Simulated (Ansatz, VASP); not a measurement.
**WS2: VASP beside Ansatz**

The input INCAR:

```
SYSTEM = WS2
PREC = Accurate ; ENCUT = 520
EDIFF = 1E-6 ; ISMEAR = -1
SIGMA = 0.02 ; LREAL = .False.
LASPH = .True. ; NELM = 80
ALGO = Normal ; ISIF = 2
LWAVE = .False. ; LCHARG = .False.
GGA = PE ; NBANDS = 35
```

KPOINTS

```
regular mesh
0
Gamma
  12 12 2
  0 0 0
```

Contents of POSCAR:

```
WS2
1.0
    3.1699446835      0.0000000000      0.0000000000
   -1.5849723417      2.7452526245      0.0000000000
    0.0000000000      0.0000000000     12.4911158561
W S
2 4
Direct
    0.3333333333      0.6666666667      0.2500000000
    0.6666666667      0.3333333333      0.7500000000
    0.3333333333      0.6666666667      0.6248924628
    0.6666666667      0.3333333333      0.1248924628
    0.3333333333      0.6666666667      0.8751075372
    0.6666666667      0.3333333333      0.3751075372
```

Input for Ansatz:

```yaml
crystal:
  lattice:
    - [3.1699446835, 0.0, 0.0]
    - [-1.5849723417, 2.7452526245, 0.0]
    - [0.0, 0.0, 12.4911158561]
  atoms:
    - { symbol: W, position: [0.3333333333, 0.6666666667, 0.25] }
    - { symbol: W, position: [0.6666666667, 0.3333333333, 0.75] }
    - { symbol: S, position: [0.3333333333, 0.6666666667, 0.6248924628] }
    - { symbol: S, position: [0.6666666667, 0.3333333333, 0.1248924628] }
    - { symbol: S, position: [0.3333333333, 0.6666666667, 0.8751075372] }
    - { symbol: S, position: [0.6666666667, 0.3333333333, 0.3751075372] }
kpoints:
  mp_grid: { grid: [12, 12, 2] }
  band_path:
    path:
      - [0.0, 0.0, 0.0]
      - [0.5, 0.0, 0.0]
      - [0.3333333333, 0.3333333333, 0.0]
      - [0.0, 0.0, 0.5]
      - [0.5, 0.0, 0.5]
      - [0.3333333333, 0.3333333333, 0.5]
      - [0.171875, 0.174479, 0.0]
    npoints: 1
hamiltonian:
  xc: pbe
scf:
  occupations: { method: fermi_dirac, width: 0.02 }
  n_extra_bands: 5
output:
  forces: true
  stress: true
  eigenvalues: true
```

Alike in both runs: task single point; functional PBE; k mesh 12 × 12 × 2; occupations fermi-dirac, width 0.02 eV; no spin polarisation.

|  | VASP | Ansatz |
| --- | --- | --- |
| version | VASP 6.6.1 | Ansatz 0.2.0 |
| potentials or method | VASP PAW PBE potentials, release 64 (W_sv, S) | plane waves, PAW |
| plane-wave cutoff (eV) | 520 | 420 |
| valence electrons in the cell | 52 | 52 |

|  | VASP | Ansatz | Ansatz less VASP |
| --- | --- | --- | --- |
| gap on the k mesh at the Fermi level (eV) | 1.06 | 1.05 | -0.015 |
| pressure (GPa) | 3.2 | 3.3 | +0.03 |
| traceless stress, the component that is largest in VASP (GPa) | 0.92 | 0.91 | -0.004 |
| rms of the force components (eV/Å) | 0.093 | 0.092 | -0.0012 |

Atom by atom the forces differ by 0.001 eV/Å (rms over components). With one functional, cell and mesh, what is left measures potentials, basis and numerics.

Spin-orbit coupling is off throughout.
